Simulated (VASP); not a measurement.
# La (Pm-3m) in VASP: further runs, part 2 of 2

VASP 6.6.1. Earlier steps stand in the parts before.

### Step 3. Single point, LDA

This run uses another cell than the first one, of 32.01 Å³/atom, 1.338 times its volume.

Contents of INCAR:

```
SYSTEM = La
ALGO = Normal
EDIFF = 1E-7
ENCUT = 520
ISIF = 2
ISMEAR = 0
LASPH = .TRUE.
LCHARG = .TRUE.
LELF = .TRUE.
LREAL = .FALSE.
LVHAR = .TRUE.
LWAVE = .FALSE.
NBANDS = 12
NELM = 100
PREC = Accurate
SIGMA = 0.05
```

Contents of KPOINTS:

```
k-points
0
G
  13 13 13
  0 0 0
```

Contents of POSCAR:

```
La
1.0
    3.1750905546      0.0000000000      0.0000000000
    0.0000000000      3.1750905546      0.0000000000
    0.0000000000      0.0000000000      3.1750905546
La
1
Direct
    0.0000000000      0.0000000000      0.0000000000
```

Potentials or basis: VASP PAW LDA potentials, release 64 (La).

Command:

```console
$ cat potpaw_LDA.64/La/POTCAR > POTCAR
$ mpirun -np 1 vasp_std > vasp.out
```

OUTCAR:

```text
SYSTEM = La
   EDIFF = 1E-7
   ENCUT = 520
   ISIF = 2
   ISMEAR = 0
   LASPH = .TRUE.
   LREAL = .FALSE.
   NELM = 100
   PREC = Accurate

 ion  position               nearest neighbor table
   1  0.000  0.000  0.000-

  LATTYP: Found a simple cubic cell.
 ALAT       =     3.1750905546

  Lattice vectors:

 A1 = (   3.1750905546,   0.0000000000,   0.0000000000)
 A2 = (   0.0000000000,   3.1750905546,   0.0000000000)
 A3 = (   0.0000000000,   0.0000000000,   3.1750905546)

Analysis of symmetry for initial positions (statically):
=====================================================================
 Subroutine PRICEL returns:
 Original cell was already a primitive cell.

 Routine SETGRP: Setting up the symmetry group for a
 simple cubic supercell.

 Subroutine GETGRP returns: Found 48 space group operations
 (whereof 48 operations were pure point group operations)
 out of a pool of 48 trial point group operations.

The static configuration has the point symmetry O_h .

Analysis of symmetry for dynamics (positions and initial velocities):
=====================================================================
 Subroutine PRICEL returns:
 Original cell was already a primitive cell.

 Routine SETGRP: Setting up the symmetry group for a
 simple cubic supercell.

 Subroutine GETGRP returns: Found 48 space group operations
 (whereof 48 operations were pure point group operations)
 out of a pool of 48 trial point group operations.

The dynamic configuration has the point symmetry O_h .

 Subroutine INISYM returns: Found 48 space group operations
 (whereof 48 operations are pure point group operations),
 and found     1 'primitive' translations

----------------------------------------------------------------------------------------

                                     Primitive cell

  volume of cell :      32.0087

  direct lattice vectors                    reciprocal lattice vectors
     3.175090555  0.000000000  0.000000000     0.314951647  0.000000000  0.000000000
     0.000000000  3.175090555  0.000000000     0.000000000  0.314951647  0.000000000
     0.000000000  0.000000000  3.175090555     0.000000000  0.000000000  0.314951647

  length of vectors
     3.175090555  3.175090555  3.175090555     0.314951647  0.314951647  0.314951647

  position of ions in fractional coordinates (direct lattice)
     0.000000000  0.000000000  0.000000000

  ion indices of the primitive-cell ions
   primitive index   ion index
                 1           1

----------------------------------------------------------------------------------------

 KPOINTS: k-points

Automatic generation of k-mesh.
 Grid dimensions read from file:
 generate k-points for:   13   13   13

 Generating k-lattice:

  Cartesian coordinates                     Fractional coordinates (reciprocal lattice)
     0.024227050  0.000000000  0.000000000     0.076923077  0.000000000  0.000000000
     0.000000000  0.024227050  0.000000000     0.000000000  0.076923077  0.000000000
     0.000000000  0.000000000  0.024227050     0.000000000  0.000000000  0.076923077

  Length of vectors
     0.024227050  0.024227050  0.024227050

  Shift w.r.t. Gamma in fractional coordinates (k-lattice)
     0.000000000  0.000000000  0.000000000

 Subroutine IBZKPT returns following result:
 ===========================================

 Found     84 irreducible k-points:

 Following reciprocal coordinates:
            Coordinates               Weight
  0.000000  0.000000  0.000000      1.000000
  0.076923  0.000000  0.000000      6.000000
  0.153846  0.000000  0.000000      6.000000
  0.230769  0.000000  0.000000      6.000000
  0.307692  0.000000  0.000000      6.000000
  0.384615  0.000000  0.000000      6.000000
[... 16 lines left out ...]
  0.307692  0.307692  0.000000     12.000000
  0.384615  0.307692  0.000000     24.000000
 [... further k-points ...]
   k-points           NKPTS =     84   k-points in BZ     NKDIM =     84   number of bands    NBANDS=     12
   number of dos      NEDOS =    301   number of ions     NIONS =      1
   total plane-waves  NPLWV =  13824
   dimension x,y,z NGX =    24 NGY =   24 NGZ =   24
   dimension x,y,z NGXF=    48 NGYF=   48 NGZF=   48
   ions per type =               1
   NGX,Y,Z   is equivalent  to a cutoff of  12.57, 12.57, 12.57 a.u.
   NGXF,Y,Z  is equivalent  to a cutoff of  25.13, 25.13, 25.13 a.u.
 SYSTEM =  La
   PREC   = accura    normal or accurate (medium, high low for compatibility)
   ISTART =      0    job   : 0-new  1-cont  2-samecut
   ICHARG =      2    charge: 1-file 2-atom 10-const
   ISPIN  =      1    spin polarized calculation?
   LNONCOLLINEAR =      F non collinear calculations
   LSORBIT =      F    spin-orbit coupling
   LASPH  =      T    aspherical Exc in radial PAW
   ENCUT  =  520.0 eV  38.22 Ry    6.18 a.u.   5.90  5.90  5.90*2*pi/ulx,y,z
   NELM   =    100;   NELMIN=  2; NELMDL= -5     # of ELM steps
   EDIFF  = 0.1E-06   stopping-criterion for ELM
   LREAL  =      F    real-space projection
   EDIFFG = 0.1E-05   stopping-criterion for IOM
   NSW    =      0    number of steps for IOM
   IBRION =     -1    ionic relax: 0-MD 1-quasi-New 2-CG
   NFREE  =      0    steps in history (QN), initial steepest desc. (CG)
   ISIF   =      2    stress and relaxation
   ISYM   =      2    0-nonsym 1-usesym 2-fastsym
   POTIM  = 0.5000    time-step for ionic-motion
   TEBEG  =    0.0;   TEEND  =   0.0 temperature during run
   PSTRESS=    0.0 pullay stress
   NELECT =      11.0000    total number of electrons
   NUPDOWN=      -1.0000    fix difference up-down
   EMIN   =  10.00;   EMAX   =-10.00  energy-range for DOS
   EFERMI =   0.00;   METHOD = LEGACY
   ISMEAR =     0;   SIGMA  =   0.05  broadening in eV -4-tet -1-fermi 0-gaus
   EFERMI_NEDOS =   21; number of points for ismear=-14 and -15
   IALGO  =     38    algorithm
   IMIX   =      4    mixing-type and parameters
     AMIX     =   0.40;   BMIX     =  1.00
     AMIX_MAG =   1.60;   BMIX_MAG =  1.00
  volume/ion in A,a.u.               =      32.01       216.01
  Fermi-wavevector in a.u.,A,eV,Ry     =   1.146699  2.166948 17.890568  1.314920
  Thomas-Fermi vector in A             =   2.283383
   LORBIT       =      0    0 simple, 1 ext, 2 COOP (PROOUT), +10 PAW based schemes
   GGA     = CA    functional components
   LHFCALC =     F    Hartree Fock is set to
   AEXX    =    0.0000 exact exchange contribution
   IVDW    =     0    specifies the selected vdW correction
   LEPSILON=     F    determine dielectric tensor
   LRPA    =     F    only Hartree local field effects (RPA)
 non-spin polarized calculation
 Gauss-broadening in eV      SIGMA  =   0.05
  energy-cutoff  :      520.00
  volume of cell :       32.01
 maximum number of plane-waves:       882
 NGX is ok and might be reduce to    24
   NGX = 11   NGY = 11   NGZ = 11

 number of electron      10.9999999 magnetization

 Free energy of the ion-electron system (eV)
  ---------------------------------------------------
  ext. energy  EPLUGINS =         0.00000000
  ---------------------------------------------------
  free energy    TOTEN  =        -5.13412617 eV

  energy without entropy =       -5.13107074  energy(sigma->0) =       -5.13259845

 E-fermi :   9.0082     XC(G=0): -10.3183

 val. band max:        9.0061410978   @ k =   0.3077   0.2308   0.0769
 cond. band min:       9.0298336849   @ k =   0.1538   0.1538   0.0769
 fundamental gap:      0.0236925872
 Fermi energy:         9.0081891714

 k-point     1 :       0.0000    0.0000    0.0000
  band No.  band energies     occupation
      1     -23.9302      2.00000
      2      -6.2184      2.00000
      3      -6.2184      2.00000
      4      -6.2184      2.00000
      5       6.3376      2.00000
      6       7.6516      2.00000
      7       7.6516      2.00000
      8      11.0204      0.00000
      9      11.0204      0.00000
     10      11.0204      0.00000
     11      11.3197      0.00000
     12      11.3197      0.00000
[... 331 lines left out ...]
 k-point    24 :       0.3846    0.3077    0.0000
  band No.  band energies     occupation
      1     -23.3530      2.00000
      2      -8.3432      2.00000
      3      -7.7999      2.00000
      4      -5.7740      2.00000
      5       7.3536      2.00000
      6       9.0436      0.31596
      7      10.5453      0.00000
      8      10.8302      0.00000
      9      11.0961      0.00000
     10      11.2441      0.00000
     11      11.2998      0.00000
     12      11.4225      0.00000

 [... further k-points ...]

------------------------ aborting loop because EDIFF is reached ----------------------------------------

  FORCE on cell =-STRESS in cart. coord.  units (eV):
  Direction    XX          YY          ZZ          XY          YZ          ZX
  --------------------------------------------------------------------------------------
  -------------------------------------------------------------------------------------
  Total       -0.0252993     -0.0252993     -0.0252993      0.0000000      0.0000000      0.0000000
  in kB       -1.2663427     -1.2663427     -1.2663427      0.0000000      0.0000000      0.0000000
  external PRESSURE =      -1.2663427 kB  Pullay stress =       0.0000000 kB

 VOLUME and BASIS-vectors are now :
 -----------------------------------------------------------------------------
  energy-cutoff  :      520.00
  volume of cell :       32.01
      direct lattice vectors                 reciprocal lattice vectors
     3.175090555  0.000000000  0.000000000     0.314951647  0.000000000  0.000000000
     0.000000000  3.175090555  0.000000000     0.000000000  0.314951647  0.000000000
     0.000000000  0.000000000  3.175090555     0.000000000  0.000000000  0.314951647

 POSITION                                       TOTAL-FORCE (eV/Angst)
 -----------------------------------------------------------------------------------
      0.00000      0.00000      0.00000         0.000000      0.000000      0.000000
 -----------------------------------------------------------------------------------
    total drift:                                0.000000      0.000000      0.000000

  FREE ENERGIE OF THE ION-ELECTRON SYSTEM (eV)
  ---------------------------------------------------
  free  energy   TOTEN  =        -5.1341261697 eV

  energy  without entropy=       -5.1310707396  energy(sigma->0) =       -5.13259845
```

OSZICAR:

```text
N       E                     dE             d eps       ncg     rms          rms(c)
DAV:   1     0.921885365168E+02    0.92189E+02   -0.38859E+03  2056   0.125E+03
DAV:   2     0.168689512805E+01   -0.90502E+02   -0.85653E+02  2504   0.185E+02
DAV:   3    -0.487172600577E+01   -0.65586E+01   -0.61034E+01  2952   0.773E+01
DAV:   4    -0.518458851371E+01   -0.31286E+00   -0.30562E+00  3696   0.118E+01
DAV:   5    -0.519884855015E+01   -0.14260E-01   -0.14225E-01  3436   0.238E+00    0.312E+00
DAV:   6    -0.515796466736E+01    0.40884E-01   -0.99403E-03  3668   0.998E-01    0.189E+00
DAV:   7    -0.513405931786E+01    0.23905E-01   -0.69276E-03  3612   0.615E-01    0.446E-02
DAV:   8    -0.513409893089E+01   -0.39613E-04   -0.67733E-04  3712   0.247E-01    0.210E-02
DAV:   9    -0.513410925015E+01   -0.10319E-04   -0.22883E-05  3072   0.289E-02    0.208E-02
DAV:  10    -0.513412410601E+01   -0.14856E-04   -0.11391E-05  3172   0.326E-02    0.395E-03
DAV:  11    -0.513412618342E+01   -0.20774E-05   -0.54808E-06  3740   0.122E-02    0.299E-03
DAV:  12    -0.513412616969E+01    0.13733E-07   -0.28319E-07  3480   0.562E-03
   1 F= -.51341262E+01 E0= -.51325985E+01  d E =-.305543E-02
```

It took 8.1 s on 1 thread of Intel Xeon 6975P-C (Granite Rapids), shared host; peak memory 0.16 GiB.

Results:

- Free energy: -5.1341 eV
- Pressure: -0.1 GPa

Caveat: spin-orbit coupling is left out, which moves the levels of the heavy elements.
